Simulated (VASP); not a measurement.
Wanted: the native input for a VASP 6.6.1 run.

```
Task                   : relaxation of cell and atoms
Functional             : r2SCAN
Potentials or basis    : VASP PAW PBE potentials, release 64 (Be, C)
Cutoff                 : 660 eV
k mesh                 : 8 × 8 × 8
Occupations            : gaussian, width 0.01 eV
Spin                   : no spin polarisation
Dipole correction      : no
Further INCAR settings : ALGO = Normal; EDIFF = 1e-07; IBRION = 2; EDIFFG = -0.01; NSW = 80; ISIF = 3
```

Be2C:

```xyz
3
Lattice="0.0000 2.1650 2.1650 2.1650 0.0000 2.1650 2.1650 2.1650 0.0000" Properties=species:S:1:pos:R:3 pbc="T T T"
Be    1.0825    1.0825    1.0825
Be    3.2475    3.2475    3.2475
C     0.0000    0.0000    0.0000
```

The input as run:

POSCAR

```
Be2C
1.0
    0.0000000000      2.1650000000      2.1650000000
    2.1650000000      0.0000000000      2.1650000000
    2.1650000000      2.1650000000      0.0000000000
Be C
2 1
Direct
    0.2500000000      0.2500000000      0.2500000000
    0.7500000000      0.7500000000      0.7500000000
    0.0000000000      0.0000000000      0.0000000000
```

INCAR.step1

```
SYSTEM = Be2C
PREC = Accurate ; ENCUT = 660
ISMEAR = 0 ; SIGMA = 0.01
LREAL = .False. ; LASPH = .True.
NELM = 120 ; GGA = PE
ALGO = Normal ; EDIFF = 1E-5
LWAVE = .True. ; LCHARG = .False.
GGA_COMPAT = .False. ; IBRION = 2
ISIF = 3 ; EDIFFG = -0.005
NELMIN = 4 ; NSW = 100
```

INCAR.step2

```
SYSTEM = Be2C
PREC = Accurate ; ENCUT = 660
EDIFF = 1E-7 ; ISMEAR = 0
SIGMA = 0.01 ; LREAL = .False.
LASPH = .True. ; NELM = 120
ALGO = Normal ; ISIF = 3
LWAVE = .False. ; LCHARG = .False.
METAGGA = R2SCAN ; LMIXTAU = .True.
IBRION = 2 ; NSW = 80
EDIFFG = -0.01 ; ISTART = 1
GGA_COMPAT = .False. ; NELMIN = 4
```

KPOINTS

```
Automatic mesh
0
Gamma
  8 8 8
  0 0 0
```

Potentials or basis: VASP PAW PBE potentials, release 64 (Be, C).

Command:

```bash
$ cat potpaw_PBE.64/Be/POTCAR potpaw_PBE.64/C/POTCAR > POTCAR
$ cp INCAR.step1 INCAR
$ mpirun -np 1 vasp_std > vasp.out
$ cp INCAR.step2 INCAR
$ mpirun -np 1 vasp_std > vasp.out
```

It gave:

| Quantity | Value |
| --- | --- |
| Relaxed volume | 6.74 Å³/atom |
| Relaxed cell | a = 3.059 Å, b = 3.059 Å, c = 3.059 Å, α = 60.00°, β = 60.00°, γ = 60.00° |
| Space group after relaxing (to 0.1 Å) | Fm-3m (No. 225) |
| Energy gained by relaxing | 0.0 meV/atom |
| Ionic steps | 2 |
| Pressure after relaxing | 0.1 GPa |
| Band gap on the k mesh | 1.52 eV (least direct gap 4.62 eV) |

Caveat: the PAW data sets were made with another functional, which shifts forces and pressure a little.

It took 120 s on 1 thread of Intel(R) Xeon(R) Platinum 8259CL CPU @ 2.50GHz (Skylake/Cascade Lake) (shared host), peak memory 0.15 GiB.
